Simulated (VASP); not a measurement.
Set up this calculation in VASP 6.6.1, as the native input.

| Item | Value |
| --- | --- |
| Task | single point |
| Functional | PBE |
| Potentials or basis | VASP PAW PBE potentials, release 64 (K_sv, Br) |
| Cutoff | 520 eV |
| k mesh | 6 × 6 × 6 |
| Occupations | gaussian, width 0.02 eV |
| Spin | no spin polarisation |
| Dipole correction | no |
| Further INCAR settings | ALGO = Normal; EDIFF = 1e-06; NBANDS = 15 |

The structure of KBr lies in POSCAR:

```
KBr
1.0
    0.0000000000      3.3166026896      3.3166026896
    3.3166026896      0.0000000000      3.3166026896
    3.3166026896      3.3166026896      0.0000000000
K Br
1 1
Direct
    0.0000000000      0.0000000000      0.0000000000
    0.5000000000      0.5000000000      0.5000000000
```

This cell differs from its parent crystal: volume scaled by 0.97.

These files were run (other wordings do the same):

INCAR

```
SYSTEM = KBr
ALGO = Normal
EDIFF = 1E-6
ENCUT = 520
GGA = PE
ISIF = 2
ISMEAR = 0
LASPH = .TRUE.
LCHARG = .FALSE.
LREAL = .FALSE.
LWAVE = .FALSE.
NBANDS = 15
NELM = 60
PREC = Accurate
SIGMA = 0.02
```

KPOINTS

```
k-points
0
G
  6 6 6
  0 0 0
```

Potentials or basis: VASP PAW PBE potentials, release 64 (K_sv, Br).

The run is started by

```sh
$ cat potpaw_PBE.64/K_sv/POTCAR potpaw_PBE.64/Br/POTCAR > POTCAR
$ mpirun -np 1 vasp_std > vasp.out
```

Results of the run:

```yaml
Pressure: 0.5 GPa
Band_gap_on_the_k_mesh: 4.39 eV, direct
```

It took 29 s on 1 thread of Intel Xeon 8259CL (shared host), peak memory 0.21 GiB.
